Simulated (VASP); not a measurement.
Here is a VASP 6.6.1 calculation.

INCAR

```
SYSTEM = GaP
ALGO = Normal
EDIFF = 1E-6
ENCUT = 520
GGA = PE
ISIF = 2
ISMEAR = 0
LASPH = .TRUE.
LCHARG = .FALSE.
LREAL = .FALSE.
LWAVE = .FALSE.
NBANDS = 16
NELM = 60
PREC = Accurate
SIGMA = 0.05
```

KPOINTS

```
k-points
0
G
  10 10 10
  0 0 0
```

POSCAR

```
GaP
1.0
    0.0000000000      2.8523796583      2.7039336983
    2.7039336983      0.0000000000      2.7039336983
    2.7039336983      2.8523796583      0.0000000000
Ga P
1 1
Direct
    0.0000000000      0.0000000000      0.0000000000
    0.7500000000      0.7500000000      0.7500000000
```

Potentials or basis: VASP PAW PBE potentials, release 64 (Ga_d, P).

Command:

```sh
$ cat potpaw_PBE.64/Ga_d/POTCAR potpaw_PBE.64/P/POTCAR > POTCAR
$ mpirun -np 1 vasp_std > vasp.out
```

(1) What does it give for the pressure?

(2) Estimate the band gap on the k mesh.

## Answers

(1) -0.1 GPa.

(2) 1.40 eV (least direct gap 1.45 eV).
